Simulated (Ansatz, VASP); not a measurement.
ZrPdSe4: VASP beside Ansatz

```
Zr Pd Se
1.0
    -3.86278    3.86278    2.57042
     3.86278   -3.86278    2.57042
     3.86278    3.86278   -2.57042
Zr Pd Se
1 1 4
Direct
  0.00000 0.00000 0.00000
  0.50000 0.50000 0.00000
  0.50000 0.81217 0.31217
  0.50000 0.18783 0.68783
  0.81217 0.50000 0.31217
  0.18783 0.50000 0.68783
```

Alike in both runs: task relaxation of cell and atoms; functional PBE; k mesh 10 × 10 × 10; occupations gaussian, width 0.1 eV; no spin polarisation.

```csv
,VASP,Ansatz
version,VASP 6.6.1,Ansatz 0.2.0
potentials or method,"VASP PAW PBE potentials, release 64 (Zr_sv, Pd, Se), cutoff 600 eV","scalar-relativistic, plane waves, PAW"
valence electrons in the cell,46,94
```

```tsv
	VASP	Ansatz	Ansatz less VASP
gap on the k mesh at the Fermi level, each at its own relaxed structure (eV)	none	none	-
relaxed volume (Å³/atom)	25.40	25.41	+0.007
relaxed length of the cell vector where the two differ most in proportion (Å)	6.018	6.019	+0.0009
```

A gap of «none» marks a metal or a gap that the smearing closes. VASP's potentials hold 46 valence electrons a cell and Ansatz's 94, so a difference there can come from the potentials and not from the codes.
